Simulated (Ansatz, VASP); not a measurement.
# One calculation of Sn3Te, two programs

Contents of INCAR:

```
PREC = Accurate
ENCUT = 520
EDIFF = 1E-7
ISMEAR = -1
SIGMA = 0.05
LREAL = F
LASPH = T
NELM = 80
ALGO = Fast
ISIF = 2
LWAVE = F
LCHARG = F
NBANDS = 32
```

KPOINTS

```
regular mesh
0
Gamma
  8 8 8
```

Contents of POSCAR:

```
Sn3Te
1.0
   -2.2854612260      2.2854612260      5.4794694348
    2.2854612260     -2.2854612260      5.4794694348
    2.2854612260      2.2854612260     -5.4794694348
Te Sn
1 3
Direct
    0.0000000000      0.0000000000      0.0000000000
    0.5000000000      0.5000000000      0.0000000000
    0.2500000000      0.7500000000      0.5000000000
    0.7500000000      0.2500000000      0.5000000000
```

input.yaml

```yaml
crystal:
  lattice:
    - [-2.285461226, 2.285461226, 5.4794694348]
    - [2.285461226, -2.285461226, 5.4794694348]
    - [2.285461226, 2.285461226, -5.4794694348]
  atoms:
    - { symbol: Te, position: [0.0, 0.0, 0.0] }
    - { symbol: Sn, position: [0.5, 0.5, 0.0] }
    - { symbol: Sn, position: [0.25, 0.75, 0.5] }
    - { symbol: Sn, position: [0.75, 0.25, 0.5] }
hamiltonian:
  xc: lda
  pseudopotentials: { kind: paw }
kpoints:
  mp_grid: { grid: [8, 8, 8] }
scf:
  occupations: { method: fermi_dirac, width: 0.05 }
output:
  forces: true
  stress: true
  eigenvalues: true
  write_density: true
  write_potential: true
  elf: true
  volumetric_format: npy
```

Alike in both runs: task single point; functional LDA; k mesh 8 × 8 × 8; occupations fermi-dirac, width 0.05 eV; no spin polarisation.

```csv
,VASP,Ansatz
version,VASP 6.6.1,Ansatz 0.2.0
potentials or method,"VASP PAW LDA potentials, release 64 (Te, Sn_d)",Ansatz PAW
plane-wave cutoff (eV),520,420
valence electrons in the cell,48,58
```

|  | VASP | Ansatz | Ansatz less VASP |
| --- | --- | --- | --- |
| gap on the k mesh at the Fermi level (eV) | none | none | - |
| pressure (GPa) | -3.4 | -3.4 | -0.02 |

LDA's correlation is that of Perdew and Zunger in VASP and of Perdew and Wang (1992) in Ansatz. A gap of «none» marks a metal or a gap that the smearing closes. VASP's potentials hold 48 valence electrons a cell and Ansatz's 58, so a difference there can come from the potentials and not from the codes.

Neither program's run includes spin-orbit coupling.
